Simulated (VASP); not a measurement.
Runs of VASP 6.6.1 on Sn. The structure is that of space group Fd-3m (No. 227), or close to it. The cells are those of the table. This isn't the form of Sn at room conditions, which is tetragonal (white tin).

| task | cell | gap on the mesh (eV) | pressure (GPa) |
| --- | --- | --- | --- |
| relaxation of cell and atoms | relaxed to 8 GPa from a = 4.573 Å, angles 60.0°, 2 atoms | - | 8.0 |
| relaxation of cell and atoms | relaxed to 6 GPa from a = 4.573 Å, angles 60.0°, 2 atoms | none | 6.0 |
| single point | a = 4.581 Å, angles 60.0°, 2 atoms | none | 0.0 |
| single point | a = 4.423 Å, angles 60.0°, 2 atoms | none | (a) |
| single point | a = 4.384 Å, angles 60.0°, 2 atoms | - | 8.1 |
| single point | a = 4.520 Å, angles 60.0°, 2 atoms | none | 2.0 |
| relaxation of cell and atoms | relaxed to 2 GPa from a = 4.573 Å, angles 60.0°, 2 atoms | none | 2.0 |
| relaxation of cell and atoms | relaxed from a = 4.573 Å, angles 60.0°, 2 atoms | none | 0.0 |
| relaxation of cell and atoms | relaxed to 4 GPa from a = 4.573 Å, angles 60.0°, 2 atoms | none | 4.0 |
| single point | a = 4.468 Å, angles 60.0°, 2 atoms | none | 4.0 |

Alike in all rows: level LDA; potentials or basis VASP PAW LDA potentials, release 64 (Sn_d); no spin polarisation; k mesh 6 × 6 × 6; cutoff (eV) 500; smearing fermi-dirac 0.1 eV.

Estimate the missing entries.

(a) 6.1.

Caveats: spin-orbit coupling is left out, which moves the levels of the heavy elements; the cell is relaxed towards a set pressure, so the run minimises the enthalpy, not the energy (at least some runs); the cell stands under pressure (at least some runs).

A k mesh can miss the band edges, and the runs leave out spin-orbit coupling on Sn.

A gap of «none» marks levels without a gap at the run's occupations.
